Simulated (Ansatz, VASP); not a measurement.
One calculation of ZnS, two programs

Contents of POSCAR:

```
ZnS
1.0
    3.8110000000      0.0000000000      0.0000000000
   -1.9055000000      3.3004228138      0.0000000000
    0.0000000000      0.0000000000      6.2340000000
Zn S
2 2
Direct
    0.6666666667      0.3333333333      0.5000000000
    0.3333333333      0.6666666667      0.0000000000
    0.6666666667      0.3333333333      0.8850000000
    0.3333333333      0.6666666667      0.3850000000
```

INCAR.step1

```
PREC = Accurate
ENCUT = 520
EDIFF = 1E-5
ISMEAR = -1
SIGMA = 0.05
LREAL = F
LASPH = T
NELM = 80
ALGO = Normal
ISIF = 2
LWAVE = T
LCHARG = F
NBANDS = 26
GGA = PE
```

File INCAR.step2:

```
PREC = Accurate
ENCUT = 520
EDIFF = 1E-7
ISMEAR = -1
SIGMA = 0.05
LREAL = F
LASPH = T
NELM = 80
ALGO = Normal
ISIF = 2
LWAVE = F
LCHARG = F
GGA = PE
LHFCALC = T
AEXX = 0.25
HFSCREEN = 0.2078699
PRECFOCK = Normal
NBANDS = 26
ISTART = 1
```

KPOINTS

```
Automatic mesh
0
Gamma
  5 5 3
```

input.yaml

```yaml
crystal:
  lattice:
    - [3.811, 0.0, 0.0]
    - [-1.9055, 3.3004228138, 0.0]
    - [0.0, 0.0, 6.234]
  atoms:
    - { symbol: Zn, position: [0.6666666667, 0.3333333333, 0.5] }
    - { symbol: Zn, position: [0.3333333333, 0.6666666667, 0.0] }
    - { symbol: S, position: [0.6666666667, 0.3333333333, 0.885] }
    - { symbol: S, position: [0.3333333333, 0.6666666667, 0.385] }
hamiltonian:
  xc:
    exchange: pbe
    correlation: pbe
    exx: { coeff: 0.25, omega: 0.2078699 }
  pseudopotentials: { kind: paw }
kpoints:
  mp_grid: { grid: [5, 5, 3] }
scf:
  occupations: { method: fermi_dirac, width: 0.05 }
output:
  forces: true
  stress: true
  eigenvalues: true
```

Alike in both runs: task single point; functional PBE-based screened hybrid; k mesh 5 × 5 × 3; occupations fermi-dirac, width 0.05 eV; no spin polarisation.

|  | VASP | Ansatz |
| --- | --- | --- |
| version | VASP 6.6.1 | Ansatz 0.2.0 |
| potentials or method | VASP PAW PBE potentials, release 64 (Zn, S) | Ansatz PAW |
| plane-wave cutoff (eV) | 520 | 420 |
| valence electrons in the cell | 36 | 36 |

Ansatz gave:

- gap on the k mesh at the Fermi level (eV): 3.47
- least direct gap on the mesh (eV): 3.47
- pressure (GPa): 1.7
- traceless stress, the component that is largest in VASP (GPa): -1.54
- rms of the force components (eV/Å): 0.190

**Question.** Which values does VASP return?

**Answer.** gap on the k mesh at the Fermi level (eV): 3.46; least direct gap on the mesh (eV): 3.46; pressure (GPa): 1.7; traceless stress, the component that is largest in VASP (GPa): -1.53; rms of the force components (eV/Å): 0.191.

VASP's potentials were made for PBE, not for PBE-based screened hybrid. Atom by atom the forces differ by 0.001 eV/Å (rms over components). With one functional, cell and mesh, what is left measures potentials, basis and numerics.

Noted on Ansatz's run: odd divisions of the mesh miss points on the zone boundary, where band edges often lie, so the gap on the mesh can be too wide.
